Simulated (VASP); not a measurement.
# TiSi16 (a cell with a defect) in VASP: a series of runs, part 2 of 2

VASP 6.6.1.

## 4. Single point, PBE+D3(BJ)

INCAR reads:

```
  PREC = Accurate
  ENCUT = 520
  EDIFF = 1E-7
  ISMEAR = 0
  SIGMA = 0.05
  LREAL = Auto
  LASPH = T
  NELM = 80
  ALGO = Normal
  ISIF = 2
  LWAVE = F
  LCHARG = F
  GGA = PE
  IVDW = 12
  NBANDS = 52
```

KPOINTS reads:

```
Automatic mesh
0
Gamma
  2 2 2
```

POSCAR reads:

```
TiSi16
1.0
    0.0000000000      5.4300000000      5.4300000000
    5.4300000000      0.0000000000      5.4300000000
    5.4300000000      5.4300000000      0.0000000000
Si Ti
16 1
Direct
   -0.0160693370     -0.0160441068      0.0476883057
    0.1251979742      0.1252230203      0.1357186004
    0.0092186924      0.0092431860      0.5085231123
    0.1082663904      0.1082910681      0.6746768877
    0.0155002762      0.4988492634     -0.0136562615
    0.1251912523      0.6133886740      0.1357382136
    0.0092084715      0.4725441989      0.5085449355
    0.1593006446      0.6137772560      0.6126892265
    0.4988242173      0.0155216390     -0.0136505525
    0.6133627072      0.1252146409      0.1357424494
    0.4725205341      0.0092302947      0.5085496317
    0.6137527624      0.1593209024      0.6126958564
    0.4988167587      0.4988397790     -0.0136283610
    0.6414101289      0.6414333333      0.0752666667
    0.5176821363      0.5177009208      0.4464648250
    0.6137389503      0.6137610497      0.6127220074
    0.7836068140      0.7836268877      0.6486793738
```

Started as:

```
> cat potpaw_PBE.64/Si/POTCAR potpaw_PBE.64/Ti_sv/POTCAR > POTCAR
> mpirun -np 1 vasp_std > vasp.out
```

It took 3.3 min on 1 thread of Intel Xeon Platinum 8488C (Sapphire Rapids), shared host; peak memory 0.47 GiB.

It converged, with:

```
Free energy                : -97.0283 eV
Pressure                   : 1.3 GPa
Largest force              : 1.974 eV/Å
Band gap on the k mesh     : zero (bands 38 and 39 overlap by 0.33 eV)
Dispersion energy per atom : -0.343 eV
```

Forces on the atoms (eV/Å):
```
Si  -0.123 -0.123  0.122
Si  -0.089 -0.089  0.031
Si  -0.101 -0.101 -0.055
Si  -0.090 -0.090  0.091
Si  -0.075 -0.039  0.074
Si  -0.031 -0.090  0.090
Si   0.054 -0.101  0.100
Si  -0.115 -0.089  0.115
Si  -0.039 -0.075  0.074
Si  -0.090 -0.031  0.090
Si  -0.101  0.054  0.100
Si  -0.089 -0.115  0.115
Si  -0.074 -0.074  0.039
Si  -0.004 -0.004  0.006
Si  -0.059 -0.059  0.059
Si  -0.114 -0.114  0.090
Ti   1.139  1.139 -1.141
```

Stress tensor (GPa, compression positive):
```
 1.33 -0.59  0.59
-0.59  1.33  0.59
 0.59  0.59  1.33
```

Levels at points of the mesh, in eV from the Fermi level:
| k point | band 36 | band 37 | band 38 | band 39 | band 40 | band 41 |
| --- | --- | --- | --- | --- | --- | --- |
| (0.00, 0.00, 0.00) | -0.76 | -0.60 | -0.28 | -0.28 | -0.04 | -0.04 |
| (0.50, 0.00, 0.00) | -1.31 | -0.34 | -0.01 | 0.14 | 0.59 | 0.62 |
| (0.00, 0.00, 0.50) | -1.36 | -0.23 | -0.23 | -0.22 | 0.70 | 0.70 |
| (0.50, 0.50, 0.50) | -1.31 | -0.34 | -0.01 | 0.14 | 0.59 | 0.62 |
| (0.50, 0.50, 0.00) | -1.80 | -0.27 | 0.04 | 0.29 | 0.66 | 0.89 |
| (0.00, 0.50, 0.50) | -1.80 | -0.27 | 0.04 | 0.29 | 0.66 | 0.89 |

Caveat: the k points lie up to 0.50 Å⁻¹ apart.

## 5. Single point, PBE+D3(BJ)

INCAR reads:

```
SYSTEM = TiSi16
PREC = Accurate
ENCUT = 520
EDIFF = 1E-6
ISMEAR = 0
SIGMA = 0.05
LREAL = Auto
LASPH = .TRUE.
NELM = 80
ALGO = Normal
ISIF = 2
LWAVE = .FALSE.
LCHARG = .FALSE.
GGA = PE
IVDW = 12
NBANDS = 52
```

KPOINTS reads:

```
Automatic mesh
0
G
  2 2 2
  0 0 0
```

POSCAR reads:

```
TiSi16
1.0
    0.0000000000      5.4300000000      5.4300000000
    5.4300000000      0.0000000000      5.4300000000
    5.4300000000      5.4300000000      0.0000000000
Si Ti
16 1
Direct
   -0.0111448435     -0.0110621547      0.0328264273
    0.1251391344      0.1252210866      0.1309118785
    0.0064804788      0.0065613260      0.5050302026
    0.1128284530      0.1129111418      0.6609074586
    0.0144097606      0.4983488029     -0.0115482505
    0.1251390424      0.6182823204      0.1309213628
    0.0064868324      0.4814825967      0.5050352670
    0.1476239411      0.6211780847      0.6095510129
    0.4982671271      0.0144877532     -0.0115446593
    0.6181994475      0.1252204420      0.1309235727
    0.4813999079      0.0065676796      0.5050371087
    0.6210954880      0.1477021179      0.6095533149
    0.4982736648      0.4983554328     -0.0115279926
    0.6318047882      0.6318830571      0.1040195212
    0.5111640884      0.5112414365      0.4659430939
    0.6211230203      0.6212079190      0.6095511971
    0.7596998158      0.7597786372      0.7203209945
```

Started as:

```
> cat potpaw_PBE.64/Si/POTCAR potpaw_PBE.64/Ti_sv/POTCAR > POTCAR
> mpirun -np 1 vasp_std > vasp.out
```

Run time: 2.9 min. Hardware: 1 thread of Intel Xeon Platinum 8488C (Sapphire Rapids), shared host; peak memory 0.47 GiB.

The run converged. Its results:

```yaml
Free_energy: -97.9258 eV
Pressure: 0.7 GPa
Largest_force: 0.562 eV/Å
Band_gap_on_the_k_mesh: zero (bands 38 and 39 overlap by 0.34 eV)
Dispersion_energy_per_atom: -0.343 eV
```

Forces on the atoms (eV/Å):
```
Si  -0.088 -0.088  0.089
Si  -0.054 -0.054  0.017
Si  -0.062 -0.062 -0.023
Si  -0.084 -0.084  0.083
Si  -0.004 -0.010  0.005
Si  -0.019 -0.054  0.053
Si   0.023 -0.062  0.062
Si   0.008 -0.122 -0.009
Si  -0.010 -0.004  0.005
Si  -0.054 -0.019  0.053
Si  -0.062  0.023  0.062
Si  -0.122  0.008 -0.009
Si  -0.005 -0.005  0.011
Si   0.122  0.122 -0.121
Si   0.076  0.076 -0.075
Si   0.008  0.008  0.122
Ti   0.326  0.326 -0.322
```

Stress tensor (GPa, compression positive):
```
 0.71 -0.09  0.09
-0.09  0.71  0.09
 0.09  0.09  0.71
```

Levels at points of the mesh, in eV from the Fermi level:
| k point | band 33 | band 34 | band 35 | band 36 | band 37 | band 38 | band 39 | band 40 | band 41 | band 42 |
| --- | --- | --- | --- | --- | --- | --- | --- | --- | --- | --- |
| (0.00, 0.00, 0.00) | -1.60 | -1.00 | -1.00 | -0.98 | -0.50 | -0.33 | -0.33 | -0.03 | -0.03 | 0.25 |
| (0.50, 0.00, 0.00) | -1.92 | -1.89 | -1.36 | -1.31 | -0.21 | 0.00 | 0.25 | 0.38 | 0.54 | 0.78 |
| (0.00, 0.00, 0.50) | -1.94 | -1.94 | -1.33 | -1.33 | -0.34 | -0.08 | -0.08 | 0.57 | 0.57 | 0.93 |
| (0.50, 0.50, 0.50) | -1.92 | -1.89 | -1.36 | -1.31 | -0.21 | 0.00 | 0.26 | 0.38 | 0.54 | 0.78 |
| (0.50, 0.50, 0.00) | -2.38 | -1.99 | -1.95 | -1.81 | -0.61 | 0.01 | 0.54 | 0.69 | 1.12 | 1.35 |
| (0.00, 0.50, 0.50) | -2.38 | -1.99 | -1.95 | -1.81 | -0.61 | 0.01 | 0.54 | 0.69 | 1.12 | 1.35 |

Caveat: the k points lie up to 0.50 Å⁻¹ apart.

## 6. The runs side by side

| cell | gap on the mesh (eV) | pressure (GPa) | largest force (eV/Å) |
| --- | --- | --- | --- |
| as given, atomic positions A | none | 0.7 | 0.55 |
| as given, atomic positions B | none | 1.3 | 1.98 |
| as given, atomic positions C | none | 1.3 | 1.97 |
| as given, atomic positions D | none | 0.7 | 0.56 |

Alike in all rows: task single point; level PBE+D3(BJ); potentials or basis VASP PAW PBE potentials, release 64 (Si, Ti_sv); no spin polarisation; k mesh 2 × 2 × 2; cutoff (eV) 520; smearing gaussian 0.05 eV.

Caveats: all runs use coarse meshes.

Total energies depend on the potentials used, so only differences within one code and one set of settings carry meaning.
